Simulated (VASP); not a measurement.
# Ni (P6_3/mmc) in VASP: notebook

Ni is run at these levels: revPBE+D3(BJ), PBE, LDA; tasks: single point.

Program: VASP 6.6.1. These are calculated values, not measurements. Logs are shortened: lines on timing, memory, paths and dates and some standing lists are left out, and cuts for length are marked.

**1. The cell of the first run**

Symmetry: P6_3/mmc, No. 194, hexagonal system. Conventional cell: a = 2.449 Å, b = 2.449 Å, c = 4.011 Å, α = 90.00°, β = 90.00°, γ = 120.00°. Ni (site symmetry -6m2) has 12 Ni at 2.45 Å within 3.2 Å.

This isn't the form of Ni at room conditions, which is fcc.

**2. Single point, revPBE+D3(BJ), collinear spin, ferromagnetic start**

The input, INCAR:

```
SYSTEM = Ni
ALGO = Normal ; EDIFF = 1E-6
ENCUT = 690 ; GGA = RE
GGA_COMPAT = .FALSE. ; ISIF = 2
ISMEAR = -1 ; ISPIN = 2
IVDW = 12 ; LASPH = .TRUE.
LCHARG = .TRUE. ; LELF = .TRUE.
LMAXMIX = 4 ; LORBIT = 11
LREAL = .FALSE. ; LVHAR = .TRUE.
LWAVE = .FALSE. ; MAGMOM = 1 1
NBANDS = 29 ; NELM = 200
PREC = Accurate ; SIGMA = 0.05
```

The input, KPOINTS:

```
k-points
0
G
  12 12 7
  0 0 0
```

The input, POSCAR:

```
Ni
1.0
    2.4493844123      0.0000000000      0.0000000000
   -1.2246922061      2.1212291247      0.0000000000
    0.0000000000      0.0000000000      4.0109680529
Ni
2
Direct
    0.6666666667      0.3333333333      0.7500000000
    0.3333333333      0.6666666667      0.2500000000
```

Potentials or basis: VASP PAW PBE potentials, release 64 (Ni_sv_GW).

The run is started by

```console
$ cat potpaw_PBE.64/Ni_sv_GW/POTCAR > POTCAR
$ mpirun -np 1 vasp_std > vasp.out
```

OUTCAR:

```text
SYSTEM = Ni
   EDIFF = 1E-6
   ENCUT = 690
   GGA = RE
   ISIF = 2
   ISMEAR = -1
   ISPIN = 2
   IVDW = 12
   LASPH = .TRUE.
   LORBIT = 11
   LREAL = .FALSE.
   NELM = 200
   PREC = Accurate
 IVDW          = 12

 ion  position               nearest neighbor table
   1  0.667  0.333  0.750-   2 2.45   2 2.45   2 2.45   2 2.45   2 2.45   2 2.45
   2  0.333  0.667  0.250-   1 2.45   1 2.45   1 2.45   1 2.45   1 2.45   1 2.45

  LATTYP: Found a hexagonal cell.
 ALAT       =     2.4493844123
 C/A-ratio  =     1.6375412666

  Lattice vectors:

 A1 = (   2.4493844123,   0.0000000000,   0.0000000000)
 A2 = (  -1.2246922061,   2.1212291247,   0.0000000000)
 A3 = (   0.0000000000,   0.0000000000,   4.0109680529)

Analysis of symmetry for initial positions (statically):
=====================================================================
 Subroutine PRICEL returns:
 Original cell was already a primitive cell.

 Routine SETGRP: Setting up the symmetry group for a
 hexagonal supercell.

 Subroutine GETGRP returns: Found 24 space group operations
 (whereof 12 operations were pure point group operations)
 out of a pool of 24 trial point group operations.

The static configuration has the point symmetry D_3d.
 The point group associated with its full space group is D_6h.

Analysis of symmetry for dynamics (positions and initial velocities):
=====================================================================
 Subroutine PRICEL returns:
 Original cell was already a primitive cell.

 Routine SETGRP: Setting up the symmetry group for a
 hexagonal supercell.

 Subroutine GETGRP returns: Found 24 space group operations
 (whereof 12 operations were pure point group operations)
 out of a pool of 24 trial point group operations.

The dynamic configuration has the point symmetry D_3d.
 The point group associated with its full space group is D_6h.

Analysis of structural, dynamic, and magnetic symmetry:
=====================================================================
 Subroutine PRICEL returns:
 Original cell was already a primitive cell.

 Routine SETGRP: Setting up the symmetry group for a
 hexagonal supercell.

 Subroutine GETGRP returns: Found 24 space group operations
 (whereof 12 operations were pure point group operations)
 out of a pool of 24 trial point group operations.

The overall configuration has the point symmetry D_3d.
[... 119 lines left out ...]
     AMIX     =   0.40;   BMIX     =  1.00
     AMIX_MAG =   1.60;   BMIX_MAG =  1.00
  volume/ion in A,a.u.               =      10.42        70.32
  Fermi-wavevector in a.u.,A,eV,Ry     =   1.964315  3.712017 52.498523  3.858533
  Thomas-Fermi vector in A             =   2.988543
   LORBIT       =     11    0 simple, 1 ext, 2 COOP (PROOUT), +10 PAW based schemes
   GGA     = RE    functional components
   LHFCALC =     F    Hartree Fock is set to
   AEXX    =    0.0000 exact exchange contribution
   IVDW    =    12    specifies the selected vdW correction
   LEPSILON=     F    determine dielectric tensor
   LRPA    =     F    only Hartree local field effects (RPA)
 spin polarized calculation
  energy-cutoff  :      690.00
  volume of cell :       20.84
 maximum number of plane-waves:       868
 NGX is ok and might be reduce to    24
   NGX = 11   NGY = 11   NGZ = 17

 number of electron      35.9999998 magnetization       1.3041603

 Free energy of the ion-electron system (eV)
  ---------------------------------------------------
  ext. energy  EPLUGINS =         0.00000000
  ---------------------------------------------------
  free energy    TOTEN  =       -11.86469203 eV

  energy without entropy =      -11.83028956  energy(sigma->0) =      -11.84749079

 E-fermi :   8.5521     XC(G=0): -14.0325

 val. band max:        8.5485960395   @ k =   0.0833   0.0000   0.1429
 cond. band min:       8.5537599462   @ k =   0.2500   0.1667   0.1429
 fundamental gap:      0.0051639068
 Fermi energy:         8.5521438983

 spin component 1

 k-point     1 :       0.0000    0.0000    0.0000
  band No.  band energies     occupation
      1     -95.3548      1.00000
      2     -95.3155      1.00000
      3     -55.7758      1.00000
      4     -55.5784      1.00000
      5     -55.5784      1.00000
      6     -55.5422      1.00000
[... 757 lines left out ...]
     28      33.5744      0.00000
     29      37.2448      0.00000

 [... further k-points ...]

 spin component 2

 k-point     1 :       0.0000    0.0000    0.0000
  band No.  band energies     occupation
      1     -94.4857      1.00000
      2     -94.4452      1.00000
      3     -54.9416      1.00000
      4     -54.7221      1.00000
      5     -54.7221      1.00000
      6     -54.6846      1.00000
[... 757 lines left out ...]
     28      33.6616      0.00000
     29      37.2860      0.00000

 [... further k-points ...]

------------------------ aborting loop because EDIFF is reached ----------------------------------------

 Edisp (eV)   -1.86681

 E8    (eV) :    -1.3040

  FORCE on cell =-STRESS in cart. coord.  units (eV):
  Direction    XX          YY          ZZ          XY          YZ          ZX
  --------------------------------------------------------------------------------------
  -------------------------------------------------------------------------------------
  Total      -0.12957    -0.12957    -0.11704    -0.00000     0.00000     0.00000
  in kB      -9.96128    -9.96128    -8.99787    -0.00000     0.00000     0.00000
  external pressure =       -9.64 kB  Pullay stress =        0.00 kB

 VOLUME and BASIS-vectors are now :
 -----------------------------------------------------------------------------
  energy-cutoff  :      690.00
  volume of cell :       20.84
      direct lattice vectors                 reciprocal lattice vectors
     2.449384412  0.000000000  0.000000000     0.408265846  0.235712396  0.000000000
    -1.224692206  2.121229125  0.000000000     0.000000000  0.471424793  0.000000000
     0.000000000  0.000000000  4.010968053     0.000000000  0.000000000  0.249316371

 POSITION                                       TOTAL-FORCE (eV/Angst)
 -----------------------------------------------------------------------------------
      1.22469      0.70708      3.00823        -0.000000      0.000000      0.000000
     -0.00000      1.41415      1.00274         0.000000     -0.000000      0.000000
 -----------------------------------------------------------------------------------
    total drift:                               -0.000000      0.000000     -0.000000

  FREE ENERGIE OF THE ION-ELECTRON SYSTEM (eV)
  ---------------------------------------------------
  free  energy   TOTEN  =       -13.7315009511 eV

  energy  without entropy=      -13.6970984810  energy(sigma->0) =      -13.71429972

 total charge

# of ion       s       p       d       f       tot
--------------------------------------------------
    1        2.247   6.316   7.815   0.006  16.385
    2        2.247   6.316   7.815   0.006  16.385
--------------------------------------------------
tot          4.495  12.632  15.631   0.012  32.769

 magnetization (x)

# of ion       s       p       d       f       tot
--------------------------------------------------
    1       -0.000  -0.017   0.709  -0.000   0.692
    2       -0.000  -0.017   0.709  -0.000   0.692
--------------------------------------------------
tot         -0.001  -0.033   1.419  -0.000   1.385
```

OSZICAR:

```text
N       E                     dE             d eps       ncg     rms          rms(c)
DAV:   1     0.623709887243E+03    0.62371E+03   -0.23243E+04 13471   0.561E+03
DAV:   2     0.393979281140E+02   -0.58431E+03   -0.55544E+03 15521   0.132E+03
DAV:   3    -0.148697196795E+02   -0.54268E+02   -0.52982E+02 17433   0.517E+02
DAV:   4    -0.165277319854E+02   -0.16580E+01   -0.16573E+01 16616   0.558E+01
DAV:   5    -0.165795431851E+02   -0.51811E-01   -0.51809E-01 14125   0.823E+00    0.196E+01
DAV:   6    -0.140092607406E+02    0.25703E+01   -0.25173E+01 10976   0.368E+02    0.124E+01
DAV:   7    -0.119383721678E+02    0.20709E+01   -0.82816E+00 11230   0.184E+02    0.342E+00
DAV:   8    -0.118674364818E+02    0.70936E-01   -0.35486E-01 17419   0.172E+01    0.965E-01
DAV:   9    -0.118641366909E+02    0.32998E-02   -0.97282E-03 15855   0.259E+00    0.240E-01
DAV:  10    -0.118645612821E+02   -0.42459E-03   -0.88001E-04 16484   0.116E+00    0.154E-01
DAV:  11    -0.118646809775E+02   -0.11970E-03   -0.91848E-05 17176   0.410E-01    0.371E-02
DAV:  12    -0.118646892408E+02   -0.82634E-05   -0.21893E-05 14969   0.149E-01    0.164E-02
DAV:  13    -0.118646919445E+02   -0.27037E-05   -0.16512E-06  7991   0.542E-02    0.350E-03
DAV:  14    -0.118646920254E+02   -0.80874E-07   -0.54713E-07  6854   0.368E-02
   1 F= -.13731501E+02 E0= -.13714300E+02  d E =-.344025E-01  mag=     1.3041
```

Run time: 68 s. Hardware: 1 thread of Intel Xeon 6975P-C (Granite Rapids), shared host; peak memory 0.26 GiB.

What came out:

| Item | Value |
| --- | --- |
| Free energy | -13.7315 eV |
| Pressure | -1.0 GPa |
| Net moment | 1.30 μB per cell |
| Site moments | Ni +0.69 μB |
| Valence electrons inside the program's atomic spheres | Ni 16.39 |
| Dispersion energy per atom | -0.933 eV |

Caveat: the PAW data sets were made with another functional, which shifts forces and pressure a little.

**3. Single point, PBE, collinear spin, ferromagnetic start**

This run uses another cell than the first one, of 10.57 Å³/atom.

The input, INCAR:

```
SYSTEM = Ni
  PREC = Accurate
  ENCUT = 690
  EDIFF = 1E-6
  ISMEAR = -1
  SIGMA = 0.05
  LREAL = .FALSE.
  LASPH = .TRUE.
  NELM = 200
  ALGO = Normal
  ISIF = 2
  LWAVE = .FALSE.
  LCHARG = .TRUE.
  ISPIN = 2
  MAGMOM = 1 1
  LORBIT = 11
  LMAXMIX = 4
  GGA = PE
  LELF = .TRUE.
  LVHAR = .TRUE.
  NBANDS = 29
  GGA_COMPAT = .FALSE.
```

The input, KPOINTS:

```
regular mesh
0
G
  12 12 7
  0 0 0
```

The input, POSCAR:

```
Ni
1.0
    2.4480228978      0.0000000000      0.0000000000
   -1.2240114489      2.1200500186      0.0000000000
    0.0000000000      0.0000000000      4.0728075700
Ni
2
Direct
    0.6666666667      0.3333333333      0.7500000000
    0.3333333333      0.6666666667      0.2500000000
```

Potentials or basis: VASP PAW PBE potentials, release 64 (Ni_sv_GW).

The run is started by

```console
$ cat potpaw_PBE.64/Ni_sv_GW/POTCAR > POTCAR
$ mpirun -np 1 vasp_std > vasp.out
```

Run time: 86 s. Hardware: 1 thread of Intel Xeon Platinum 8559C (Emerald Rapids), shared host; peak memory 0.25 GiB.

Results (log left out):

| Quantity | Value |
| --- | --- |
| Free energy | -12.7882 eV |
| Pressure | 6.1 GPa |
| Net moment | 1.30 μB per cell |
| Site moments | Ni +0.69 μB |
| Valence electrons inside the program's atomic spheres | Ni 16.37 |

Stress tensor (GPa, compression positive):
```
7.46 0.00 0.00
0.00 7.46 0.00
0.00 0.00 3.46
```

Levels at points of the mesh, in eV from the Fermi level:
Spin up:
| k point | band 17 | band 18 | band 19 | band 20 | band 21 | band 22 |
| --- | --- | --- | --- | --- | --- | --- |
| (0.00, 0.00, 0.00) | -1.68 | -0.74 | -0.74 | -0.66 | 5.52 | 22.83 |
| (0.50, 0.00, 0.00) | -0.57 | -0.50 | 1.16 | 3.11 | 9.33 | 9.87 |
Spin down:
| k point | band 13 | band 14 | band 15 | band 16 | band 17 | band 18 | band 19 | band 20 | band 21 | band 22 |
| --- | --- | --- | --- | --- | --- | --- | --- | --- | --- | --- |
| (0.00, 0.00, 0.00) | -1.75 | -1.47 | -1.47 | -1.00 | -1.00 | -0.72 | -0.01 | -0.01 | 5.97 | 22.69 |
| (0.50, 0.00, 0.00) | -1.87 | -1.82 | -1.48 | 0.17 | 0.20 | 0.32 | 1.68 | 3.51 | 9.45 | 10.00 |

Caveat: the cell stands under pressure.

**4. Single point, PBE, collinear spin, ferromagnetic start**

This run uses another cell than the first one, of 10.57 Å³/atom.

The input, INCAR:

```
SYSTEM = Ni
ALGO = Normal
EDIFF = 1E-6
ENCUT = 690
GGA = PE
GGA_COMPAT = .FALSE.
ISIF = 2
ISMEAR = 0
ISPIN = 2
LASPH = .TRUE.
LCHARG = .FALSE.
LMAXMIX = 4
LORBIT = 11
LREAL = .FALSE.
LWAVE = .FALSE.
MAGMOM = 1 1
NBANDS = 29
NELM = 200
PREC = Accurate
SIGMA = 0.016
```

The input, KPOINTS:

```
k-points
0
G
  12 12 7
  0 0 0
```

POSCAR is that of step 3.

The run is started by

```console
$ cat potpaw_PBE.64/Ni_sv_GW/POTCAR > POTCAR
$ mpirun -np 1 vasp_std > vasp.out
```

It took 72 s on 1 thread of Intel Xeon 6975P-C (Granite Rapids), shared host; peak memory 0.25 GiB.

The run converged. Its results:

```yaml
Free_energy: -12.7706 eV
Pressure: 6.3 GPa
Net_moment: 1.35 μB per cell
Site_moments: Ni +0.71 μB
Valence_electrons_inside_the_program's_atomic_spheres: Ni 16.37
```

Stress tensor (GPa, compression positive):
```
7.58 0.00 0.00
0.00 7.58 0.00
0.00 0.00 3.79
```

Levels at points of the mesh, in eV from the Fermi level:
Spin up:
```tsv
k point	band 17	band 18	band 19	band 20	band 21	band 22
(0.00, 0.00, 0.00)	-1.70	-0.76	-0.76	-0.68	5.49	22.81
(0.50, 0.00, 0.00)	-0.60	-0.53	1.14	3.09	9.31	9.85
```
Spin down:
```tsv
k point	band 15	band 16	band 17	band 18	band 19	band 20	band 21	band 22
(0.00, 0.00, 0.00)	-1.47	-1.01	-1.01	-0.73	-0.02	-0.02	5.96	22.67
(0.50, 0.00, 0.00)	-1.48	0.15	0.20	0.32	1.67	3.51	9.44	9.98
```

Caveat: the cell stands under pressure.

**5. Single point, LDA, collinear spin, ferromagnetic start**

This run uses another cell than the first one, of 10.07 Å³/atom.

The input, INCAR:

```
ALGO = Normal ; EDIFF = 1E-6
ENCUT = 690 ; GGA_COMPAT = F
ISIF = 2 ; ISMEAR = -1
ISPIN = 2 ; LASPH = T
LCHARG = T ; LELF = T
LMAXMIX = 4 ; LORBIT = 11
LREAL = F ; LVHAR = T
LWAVE = F ; MAGMOM = 1 1
NBANDS = 29 ; NELM = 200
PREC = Accurate ; SIGMA = 0.05
```

The input, KPOINTS:

```
k-points
0
Gamma
  12 12 7
```

The input, POSCAR:

```
Ni
1.0
    2.4206901766      0.0000000000      0.0000000000
   -1.2103450883      2.0963791876      0.0000000000
    0.0000000000      0.0000000000      3.9667913675
Ni
2
Direct
    0.6666666667      0.3333333333      0.7500000000
    0.3333333333      0.6666666667      0.2500000000
```

Potentials or basis: VASP PAW LDA potentials, release 64 (Ni_sv_GW).

The run is started by

```console
$ cat potpaw_LDA.64/Ni_sv_GW/POTCAR > POTCAR
$ mpirun -np 1 vasp_std > vasp.out
```

It took 88 s on 1 thread of Intel Xeon 6975P-C (Granite Rapids), shared host; peak memory 0.23 GiB.

The run converged. Its results:

| Property | Result |
| --- | --- |
| Free energy | -14.8730 eV |
| Pressure | -1.3 GPa |
| Net moment | 1.16 μB per cell |
| Site moments | Ni +0.60 μB |
| Valence electrons inside the program's atomic spheres | Ni 16.43 |

Stress tensor (GPa, compression positive):
```
-1.37  0.00  0.00
 0.00 -1.37  0.00
 0.00  0.00 -1.24
```

Levels at points of the mesh, in eV from the Fermi level:
Spin up:
```csv
k point,band 16,band 17,band 18,band 19,band 20,band 21,band 22,band 23
"(0.00, 0.00, 0.00)",-1.72,-1.72,-0.63,-0.63,-0.55,6.19,23.12,25.58
"(0.50, 0.00, 0.00)",-0.50,-0.43,-0.36,1.32,3.33,9.77,10.38,13.05
```
Spin down:
```csv
k point,band 15,band 16,band 17,band 18,band 19,band 20,band 21,band 22
"(0.00, 0.00, 0.00)",-1.60,-1.14,-1.14,-0.51,-0.02,-0.02,6.56,23.11
"(0.50, 0.00, 0.00)",-1.60,0.14,0.20,0.29,1.75,3.69,9.95,10.53
```

**6. Summary**

```csv
level,potentials or basis,cell,smearing,gap on the mesh (eV),pressure (GPa),moment (μB)
revPBE+D3(BJ),"VASP PAW PBE potentials, release 64 (Ni_sv_GW)","a = 2.449, b = 2.449, c = 4.011 Å, angles 90.0, 90.0, 120.0°, 2 atoms",fermi-dirac 0.05 eV,none,-1.0,1.30
PBE,"VASP PAW PBE potentials, release 64 (Ni_sv_GW)","a = 2.448, b = 2.448, c = 4.073 Å, angles 90.0, 90.0, 120.0°, 2 atoms",fermi-dirac 0.05 eV,none,6.1,1.30
PBE,"VASP PAW PBE potentials, release 64 (Ni_sv_GW)","a = 2.448, b = 2.448, c = 4.073 Å, angles 90.0, 90.0, 120.0°, 2 atoms",gaussian 0.016 eV,none,6.3,1.35
LDA,"VASP PAW LDA potentials, release 64 (Ni_sv_GW)","a = 2.421, b = 2.421, c = 3.967 Å, angles 90.0, 90.0, 120.0°, 2 atoms",fermi-dirac 0.05 eV,none,-1.3,1.16
```

Alike in all rows: task single point; spin collinear, ferromagnetic start; k mesh 12 × 12 × 7; cutoff (eV) 690.

Caveats: the cell stands under pressure (at least some runs); the PAW data sets were made with another functional, which shifts forces and pressure a little (at least some runs).

Absolute energies hang on the potentials; compare differences alone.
